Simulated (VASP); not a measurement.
Runs of VASP 6.6.1 on Mn. The structure is that of space group Pm-3m (No. 221), or close to it. The cells are those of the table. This isn't the form of Mn at room conditions, which is a 58-atom cubic cell.

```csv
level,cell,k mesh,smearing,grid for exact exchange (PRECFOCK),share of exact exchange,gap on the mesh (eV),pressure (GPa),moment (μB)
r2SCAN,"a = 3.752 Å, angles 60.0°, 2 atoms",12 × 12 × 12,fermi-dirac 0.05 eV,-,-,none,-3.9,0.00
r2SCAN,"a = 3.612 Å, angles 60.0°, 2 atoms",12 × 12 × 12,fermi-dirac 0.05 eV,-,-,none,(a),0.00
r2SCAN,"a = 3.660 Å, angles 60.0°, 2 atoms",12 × 12 × 12,fermi-dirac 0.05 eV,-,-,none,(b),0.00
r2SCAN0,"a = 3.612 Å, angles 60.0°, 2 atoms",6 × 6 × 6,fermi-dirac 0.1 eV,Normal,0.25,none,14.9,0.00
r2SCAN,"a = 3.706 Å, angles 60.0°, 2 atoms",12 × 12 × 12,fermi-dirac 0.05 eV,-,-,none,-2.7,0.00
```

Alike in all rows: task single point; potentials or basis VASP PAW PBE potentials, release 64 (Mn_pv); spin collinear, antiferromagnetic start; cutoff (eV) 520.

Q: Estimate the missing entries.

A: (a) 0.1; (b) -1.3.

Caveats: the antiferromagnetic order is the one typed at the start, and another may lie lower; the PAW data sets were made with another functional, which shifts forces and pressure a little; the cell stands under tension (at least some runs); the cell stands under pressure (at least some runs).

A gap of «none» marks levels without a gap at the run's occupations.
